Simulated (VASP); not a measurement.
# YSb5Se2 (P-62m) in VASP: further runs

YSb5Se2 is run at these levels: PBE; tasks: single point.

All numbers are computed with VASP 6.6.1; they aren't measurements. Logs are shortened: lines on timing, memory, paths and dates and some standing lists are left out, and cuts for length are marked.

## (1) The cell of the first run

The structure is hexagonal, space group P-62m (No. 189). The conventional cell has a = 6.985 Å, b = 6.985 Å, c = 5.509 Å, α = 90.00°, β = 90.00°, γ = 120.00°. Within 5.2 Å of Y (site symmetry -62m) lie 18 Sb at 3.95 to 4.99 Å and 12 Se at 4.88 Å. Within 2.8 Å of Sb (site symmetry m2m) lie 2 Se at 2.12 Å. Sb (site symmetry -6) has 2 Se at 2.75 Å and 6 Sb at 3.48 Å within 3.6 Å. Within 2.8 Å of Se (site symmetry -6) lie 5 Sb at 2.12 to 2.75 Å.

## (2) Single point, PBE

File INCAR:

```
SYSTEM = YSb5Se2
PREC = Accurate
ENCUT = 520
EDIFF = 1E-6
ISMEAR = 0
SIGMA = 0.1
LREAL = .FALSE.
LASPH = .TRUE.
NELM = 100
ALGO = Normal
ISIF = 2
LWAVE = .FALSE.
LCHARG = .FALSE.
GGA = PE
NBANDS = 34
```

File KPOINTS:

```
regular mesh
0
G
  3 3 4
  0 0 0
```

File POSCAR:

```
YSb5Se2
1.0
    6.9847209500      0.0000000000      0.0000000000
   -3.4923604800      6.0489457800      0.0000000000
    0.0000000000      0.0000000000      5.5088786800
Y Sb Se
1 5 2
Direct
    0.0000000000      0.0000000000      0.5000000000
    0.4048676300      0.0000000000      0.0000000000
    0.0000000000      0.4048676300      0.0000000000
    0.5951323700      0.5951323700      0.0000000000
    0.3333333300      0.6666666700      0.5000000000
    0.6666666700      0.3333333300      0.5000000000
    0.3333333300      0.6666666700      0.0000000000
    0.6666666700      0.3333333300      0.0000000000
```

Potentials or basis: VASP PAW PBE potentials, release 64 (Y_sv, Sb, Se).

Started as:

```console
cat potpaw_PBE.64/Y_sv/POTCAR potpaw_PBE.64/Sb/POTCAR potpaw_PBE.64/Se/POTCAR > POTCAR
mpirun -np 1 vasp_std > vasp.out
```

OUTCAR:

```text
SYSTEM = YSb5Se2
   PREC = Accurate
   ENCUT = 520
   EDIFF = 1E-6
   ISMEAR = 0
   LREAL = .FALSE.
   LASPH = .TRUE.
   NELM = 100
   ISIF = 2
   GGA = PE

 ion  position               nearest neighbor table
   1  0.000  0.000  0.500-   4 3.95   4 3.95   2 3.95   2 3.95   3 3.95   3 3.95   6 4.03   5 4.03
                             6 4.03   5 4.03   6 4.03   5 4.03
   2  0.405  0.000  0.000-   7 2.12   8 2.12   5 3.48   5 3.48   6 3.48   6 3.48   3 3.68   3 3.68
                             4 3.68   4 3.68   1 3.95   1 3.95
   3  0.000  0.405  0.000-   8 2.12   7 2.12   6 3.48   6 3.48   5 3.48   5 3.48   2 3.68   2 3.68
                             4 3.68   4 3.68   1 3.95   1 3.95
   4  0.595  0.595  0.000-   7 2.12   8 2.12   5 3.48   5 3.48   6 3.48   6 3.48   3 3.68   2 3.68
                             3 3.68   2 3.68   1 3.95   1 3.95
   5  0.333  0.667  0.500-   7 2.75   7 2.75   2 3.48   2 3.48   3 3.48   3 3.48   4 3.48   4 3.48
                             1 4.03   1 4.03   1 4.03
   6  0.667  0.333  0.500-   8 2.75   8 2.75   3 3.48   3 3.48   2 3.48   2 3.48   4 3.48   4 3.48
                             1 4.03   1 4.03   1 4.03
   7  0.333  0.667  0.000-   2 2.12   3 2.12   4 2.12   5 2.75   5 2.75
   8  0.667  0.333  0.000-   3 2.12   2 2.12   4 2.12   6 2.75   6 2.75

  LATTYP: Found a hexagonal cell.
 ALAT       =     6.9847209500
 C/A-ratio  =     0.7887041901

  Lattice vectors:

 A1 = (   6.9847209500,   0.0000000000,   0.0000000000)
 A2 = (  -3.4923604800,   6.0489457800,   0.0000000000)
 A3 = (   0.0000000000,   0.0000000000,   5.5088786800)

Analysis of symmetry for initial positions (statically):
=====================================================================
 Subroutine PRICEL returns:
 Original cell was already a primitive cell.

 Routine SETGRP: Setting up the symmetry group for a
 hexagonal supercell.

 Subroutine GETGRP returns: Found 12 space group operations
 (whereof 12 operations were pure point group operations)
 out of a pool of 24 trial point group operations.

The static configuration has the point symmetry D_3h.

Analysis of symmetry for dynamics (positions and initial velocities):
=====================================================================
 Subroutine PRICEL returns:
 Original cell was already a primitive cell.

 Routine SETGRP: Setting up the symmetry group for a
 hexagonal supercell.

 Subroutine GETGRP returns: Found 12 space group operations
 (whereof 12 operations were pure point group operations)
 out of a pool of 24 trial point group operations.

The dynamic configuration has the point symmetry D_3h.

 Subroutine INISYM returns: Found 12 space group operations
 (whereof 12 operations are pure point group operations),
 and found     1 'primitive' translations

----------------------------------------------------------------------------------------

                                     Primitive cell

  volume of cell :     232.7512

  direct lattice vectors                    reciprocal lattice vectors
     6.984720950  0.000000000  0.000000000     0.143169642  0.082659032  0.000000000
    -3.492360480  6.048945780  0.000000000     0.000000000  0.165318063  0.000000000
     0.000000000  0.000000000  5.508878680     0.000000000  0.000000000  0.181525145

  length of vectors
     6.984720950  6.984720952  5.508878680     0.165318063  0.165318063  0.181525145

  position of ions in fractional coordinates (direct lattice)
     0.000000000  0.000000000  0.500000000
     0.404867630  0.000000000  0.000000000
     0.000000000  0.404867630  0.000000000
     0.595132370  0.595132370  0.000000000
     0.333333330  0.666666670  0.500000000
     0.666666670  0.333333330  0.500000000
     0.333333330  0.666666670  0.000000000
     0.666666670  0.333333330  0.000000000

  ion indices of the primitive-cell ions
   primitive index   ion index
                 1           1
                 2           2
                 3           3
                 4           4
                 5           5
                 6           6
                 7           7
                 8           8

----------------------------------------------------------------------------------------

 KPOINTS: regular mesh

Automatic generation of k-mesh.
 Grid dimensions read from file:
 generate k-points for:    3    3    4

 Generating k-lattice:

  Cartesian coordinates                     Fractional coordinates (reciprocal lattice)
     0.047723214  0.027553011  0.000000000     0.333333333  0.000000000  0.000000000
     0.000000000  0.055106021  0.000000000     0.000000000  0.333333333  0.000000000
     0.000000000  0.000000000  0.045381286     0.000000000  0.000000000  0.250000000

  Length of vectors
     0.055106021  0.055106021  0.045381286

  Shift w.r.t. Gamma in fractional coordinates (k-lattice)
     0.000000000  0.000000000  0.000000000

 Subroutine IBZKPT returns following result:
 ===========================================

 Found      9 irreducible k-points:

 Following reciprocal coordinates:
            Coordinates               Weight
  0.000000  0.000000  0.000000      1.000000
  0.333333  0.000000  0.000000      6.000000
  0.333333  0.333333  0.000000      2.000000
  0.000000  0.000000  0.250000      2.000000
  0.333333  0.000000  0.250000     12.000000
  0.333333  0.333333  0.250000      4.000000
  0.000000  0.000000  0.500000      1.000000
  0.333333  0.000000  0.500000      6.000000
  0.333333  0.333333  0.500000      2.000000
   k-points           NKPTS =      9   k-points in BZ     NKDIM =      9   number of bands    NBANDS=     34
   number of dos      NEDOS =    301   number of ions     NIONS =      8
   total plane-waves  NPLWV = 122472
   dimension x,y,z NGX =    54 NGY =   54 NGZ =   42
   dimension x,y,z NGXF=   108 NGYF=  108 NGZF=   84
   ions per type =               1   5   2
   NGX,Y,Z   is equivalent  to a cutoff of  12.85, 12.85, 12.67 a.u.
   NGXF,Y,Z  is equivalent  to a cutoff of  25.71, 25.71, 25.35 a.u.
 SYSTEM =  YSb5Se2
   PREC   = accura    normal or accurate (medium, high low for compatibility)
   ISTART =      0    job   : 0-new  1-cont  2-samecut
   ICHARG =      2    charge: 1-file 2-atom 10-const
   ISPIN  =      1    spin polarized calculation?
   LNONCOLLINEAR =      F non collinear calculations
   LSORBIT =      F    spin-orbit coupling
   LASPH  =      T    aspherical Exc in radial PAW
   ENCUT  =  520.0 eV  38.22 Ry    6.18 a.u.  12.99 12.99 10.24*2*pi/ulx,y,z
   NELM   =    100;   NELMIN=  2; NELMDL= -5     # of ELM steps
   EDIFF  = 0.1E-05   stopping-criterion for ELM
   LREAL  =      F    real-space projection
   EDIFFG = 0.1E-04   stopping-criterion for IOM
   NSW    =      0    number of steps for IOM
   IBRION =     -1    ionic relax: 0-MD 1-quasi-New 2-CG
   NFREE  =      0    steps in history (QN), initial steepest desc. (CG)
   ISIF   =      2    stress and relaxation
   ISYM   =      2    0-nonsym 1-usesym 2-fastsym
   POTIM  = 0.5000    time-step for ionic-motion
   TEBEG  =    0.0;   TEEND  =   0.0 temperature during run
   PSTRESS=    0.0 pullay stress
   NELECT =      48.0000    total number of electrons
   NUPDOWN=      -1.0000    fix difference up-down
   EMIN   =  10.00;   EMAX   =-10.00  energy-range for DOS
   EFERMI =   0.00;   METHOD = LEGACY
   ISMEAR =     0;   SIGMA  =   0.10  broadening in eV -4-tet -1-fermi 0-gaus
   EFERMI_NEDOS =   21; number of points for ismear=-14 and -15
   IALGO  =     38    algorithm
   IMIX   =      4    mixing-type and parameters
     AMIX     =   0.40;   BMIX     =  1.00
     AMIX_MAG =   1.60;   BMIX_MAG =  1.00
  volume/ion in A,a.u.               =      29.09       196.34
  Fermi-wavevector in a.u.,A,eV,Ry     =   0.967218  1.827778 12.728408  0.935512
  Thomas-Fermi vector in A             =   2.097086
   LORBIT       =      0    0 simple, 1 ext, 2 COOP (PROOUT), +10 PAW based schemes
   GGA     = PE    functional components
   LHFCALC =     F    Hartree Fock is set to
   AEXX    =    0.0000 exact exchange contribution
   IVDW    =     0    specifies the selected vdW correction
   LEPSILON=     F    determine dielectric tensor
   LRPA    =     F    only Hartree local field effects (RPA)
 non-spin polarized calculation
 Gauss-broadening in eV      SIGMA  =   0.10
  energy-cutoff  :      520.00
  volume of cell :      232.75
 maximum number of plane-waves:      6291
 NGX is ok and might be reduce to    54
   NGX = 25   NGY = 25   NGZ = 21

 number of electron      47.9999998 magnetization

 Free energy of the ion-electron system (eV)
  ---------------------------------------------------
  ext. energy  EPLUGINS =         0.00000000
  ---------------------------------------------------
  free energy    TOTEN  =       -13.74762480 eV

  energy without entropy =      -13.70197621  energy(sigma->0) =      -13.72480051

 E-fermi :   6.3050     XC(G=0):  -9.3328

 val. band max:        6.2846808375   @ k =   0.3333   0.0000   0.5000
 cond. band min:       6.3330904719   @ k =   0.3333   0.0000   0.0000
 fundamental gap:      0.0484096344
 Fermi energy:         6.3049593081

 k-point     1 :       0.0000    0.0000    0.0000
  band No.  band energies     occupation
      1     -38.4909      2.00000
      2     -18.3854      2.00000
      3     -18.3371      2.00000
      4     -18.3371      2.00000
      5     -12.3253      2.00000
      6     -11.3437      2.00000
[... 26 lines left out ...]
     33       8.5057      0.00000
     34      10.2878      0.00000

 k-point     2 :       0.3333    0.0000    0.0000
  band No.  band energies     occupation
      1     -38.4909      2.00000
      2     -18.3854      2.00000
      3     -18.3372      2.00000
      4     -18.3371      2.00000
      5     -12.1578      2.00000
      6     -11.6038      2.00000
[... 26 lines left out ...]
     33       8.9500      0.00000
     34       9.5774      0.00000

 k-point     3 :       0.3333    0.3333    0.0000
  band No.  band energies     occupation
      1     -38.4909      2.00000
      2     -18.3854      2.00000
      3     -18.3372      2.00000
      4     -18.3372      2.00000
      5     -11.9024      2.00000
      6     -11.9024      2.00000
[... 26 lines left out ...]
     33       9.7162      0.00000
     34       9.8082      0.00000

 k-point     4 :       0.0000    0.0000    0.2500
  band No.  band energies     occupation
      1     -38.4909      2.00000
      2     -18.3862      2.00000
      3     -18.3370      2.00000
      4     -18.3370      2.00000
      5     -12.3028      2.00000
      6     -11.3250      2.00000
[... 26 lines left out ...]
     33       8.2904      0.00000
     34       8.5165      0.00000

 k-point     5 :       0.3333    0.0000    0.2500
  band No.  band energies     occupation
      1     -38.4909      2.00000
      2     -18.3862      2.00000
      3     -18.3371      2.00000
      4     -18.3370      2.00000
      5     -12.1362      2.00000
      6     -11.5840      2.00000
[... 26 lines left out ...]
     33       8.3718      0.00000
     34       8.5451      0.00000

 k-point     6 :       0.3333    0.3333    0.2500
  band No.  band energies     occupation
      1     -38.4909      2.00000
      2     -18.3862      2.00000
      3     -18.3371      2.00000
      4     -18.3371      2.00000
      5     -11.8817      2.00000
      6     -11.8817      2.00000
[... 26 lines left out ...]
     33       8.5920      0.00000
     34       8.5934      0.00000

 k-point     7 :       0.0000    0.0000    0.5000
  band No.  band energies     occupation
      1     -38.4909      2.00000
      2     -18.3871      2.00000
      3     -18.3369      2.00000
      4     -18.3369      2.00000
      5     -12.2798      2.00000
      6     -11.3060      2.00000
[... 26 lines left out ...]
     33       8.6443      0.00000
     34       8.6443      0.00000

 k-point     8 :       0.3333    0.0000    0.5000
  band No.  band energies     occupation
      1     -38.4909      2.00000
      2     -18.3870      2.00000
      3     -18.3370      2.00000
      4     -18.3370      2.00000
      5     -12.1142      2.00000
      6     -11.5639      2.00000
[... 26 lines left out ...]
     33       8.4851      0.00000
     34       8.8764      0.00000

 k-point     9 :       0.3333    0.3333    0.5000
  band No.  band energies     occupation
      1     -38.4909      2.00000
      2     -18.3870      2.00000
      3     -18.3370      2.00000
      4     -18.3370      2.00000
      5     -11.8607      2.00000
      6     -11.8607      2.00000
[... 26 lines left out ...]
     33       8.9894      0.00000
     34       9.0745      0.00000

------------------------ aborting loop because EDIFF is reached ----------------------------------------

  FORCE on cell =-STRESS in cart. coord.  units (eV):
  Direction    XX          YY          ZZ          XY          YZ          ZX
  --------------------------------------------------------------------------------------
  -------------------------------------------------------------------------------------
  Total       72.3421007     72.3421006      8.7414810     -0.0000001      0.0000000      0.0000000
  in kB      497.9775199    497.9775198     60.1732738     -0.0000004      0.0000000      0.0000000
  external PRESSURE =     352.0427712 kB  Pullay stress =       0.0000000 kB

 VOLUME and BASIS-vectors are now :
 -----------------------------------------------------------------------------
  energy-cutoff  :      520.00
  volume of cell :      232.75
      direct lattice vectors                 reciprocal lattice vectors
     6.984720950  0.000000000  0.000000000     0.143169642  0.082659032  0.000000000
    -3.492360480  6.048945780  0.000000000     0.000000000  0.165318063  0.000000000
     0.000000000  0.000000000  5.508878680     0.000000000  0.000000000  0.181525145

 POSITION                                       TOTAL-FORCE (eV/Angst)
 -----------------------------------------------------------------------------------
      0.00000      0.00000      2.75444         0.000000      0.000000      0.000000
      2.82789      0.00000      0.00000        -8.438683      0.000000      0.000000
     -1.41394      2.44902      0.00000         4.219342     -7.308114      0.000000
      2.07842      3.59992      0.00000         4.219342      7.308114      0.000000
     -0.00000      4.03263      2.75444         0.000000      0.000000      0.000000
      3.49236      2.01632      2.75444         0.000000      0.000000      0.000000
     -0.00000      4.03263      0.00000         0.000000      0.000000      0.000000
      3.49236      2.01632      0.00000         0.000000      0.000000      0.000000
 -----------------------------------------------------------------------------------
    total drift:                               -0.000001     -0.000001     -0.000000

  FREE ENERGIE OF THE ION-ELECTRON SYSTEM (eV)
  ---------------------------------------------------
  free  energy   TOTEN  =       -13.7476248025 eV

  energy  without entropy=      -13.7019762144  energy(sigma->0) =      -13.72480051
```

It took 96 s on 1 thread of Intel Xeon Platinum 8488C (Sapphire Rapids), shared host; peak memory 0.38 GiB.

Results:

```yaml
Free_energy: -13.7476 eV
Pressure: 35.2 GPa
Largest_force: 8.439 eV/Å
Band_gap_on_the_k_mesh: zero (band 24 reaches 6.58 eV, above the bottom of band 25 at 6.21 eV)
```

Forces in eV/Å, atoms in the order of the input:
```
Y    0.000  0.000  0.000
Sb  -8.439  0.000  0.000
Sb   4.219 -7.308  0.000
Sb   4.219  7.308  0.000
Sb   0.000  0.000  0.000
Sb   0.000  0.000  0.000
Se   0.000  0.000  0.000
Se   0.000  0.000  0.000
```

Stress tensor (GPa, compression positive):
```
49.80  0.00  0.00
 0.00 49.80  0.00
 0.00  0.00  6.02
```

Caveat: spin-orbit coupling is left out, which moves the levels of the heavy elements; forces of over 1 eV/Å act on the atoms, so gaps and moduli don't describe the material at rest.

## (3) Single point, PBE

This run uses another cell than the first one, of 31.48 Å³/atom, 1.082 times its volume.

File INCAR:

```
SYSTEM = YSb5Se2
ALGO = Normal
EDIFF = 1E-7
ENCUT = 520
GGA = PE
ISIF = 2
ISMEAR = 0
LASPH = .True.
LCHARG = .True.
LELF = .True.
LREAL = .False.
LVHAR = .True.
LWAVE = .False.
NBANDS = 34
NELM = 80
PREC = Accurate
SIGMA = 0.1
```

File KPOINTS:

```
k-points
0
Gamma
  3 3 4
  0 0 0
```

File POSCAR:

```
YSb5Se2
1.0
    7.1355932572      0.0000000029      0.0000000000
   -3.5677966312      6.1796050303      0.0000000000
    0.0000000000      0.0000000000      5.7113276210
Y Sb Se
1 5 2
Direct
    0.0000000000      0.0000000000      0.5000000000
    0.2402625992      0.0000000000      0.0000000000
    0.0000000000      0.2402625992      0.0000000000
    0.7597374008      0.7597374008      0.0000000000
    0.3333333333      0.6666666667      0.5000000000
    0.6666666667      0.3333333333      0.5000000000
    0.3333333333      0.6666666667      0.0000000000
    0.6666666667      0.3333333333      0.0000000000
```

Potentials or basis: VASP PAW PBE potentials, release 64 (Y_sv, Sb, Se).

Started as:

```console
cat potpaw_PBE.64/Y_sv/POTCAR potpaw_PBE.64/Sb/POTCAR potpaw_PBE.64/Se/POTCAR > POTCAR
mpirun -np 1 vasp_std > vasp.out
```

Run time: 2.1 min. Hardware: 1 thread of Intel Xeon Platinum 8488C (Sapphire Rapids), shared host; peak memory 0.39 GiB.

Results (log left out):

| Property | Result |
| --- | --- |
| Free energy | -33.1177 eV |
| Pressure | 0.1 GPa |
| Largest force | 0.021 eV/Å |
| Band gap on the k mesh | zero (band 24 reaches 5.70 eV, above the bottom of band 25 at 4.75 eV) |

Forces on the atoms (eV/Å):
```
Y    0.000  0.000  0.000
Sb   0.021  0.000  0.000
Sb  -0.011  0.018  0.000
Sb  -0.011 -0.018  0.000
Sb   0.000  0.000  0.000
Sb   0.000  0.000  0.000
Se   0.000  0.000  0.000
Se   0.000  0.000  0.000
```

Stress tensor (GPa, compression positive):
```
-0.08  0.00  0.00
 0.00 -0.08  0.00
 0.00  0.00  0.33
```

Levels at points of the mesh, in eV from the Fermi level:
```csv
k point,band 21,band 22,band 23,band 24,band 25,band 26,band 27,band 28
"(0.00, 0.00, 0.00)",-1.46,-1.19,-1.19,0.21,0.21,1.29,1.29,1.33
"(0.00, 0.00, 0.50)",-1.33,-1.33,-1.30,-0.26,0.45,1.50,1.58,1.58
```

Caveat: spin-orbit coupling is left out, which moves the levels of the heavy elements.
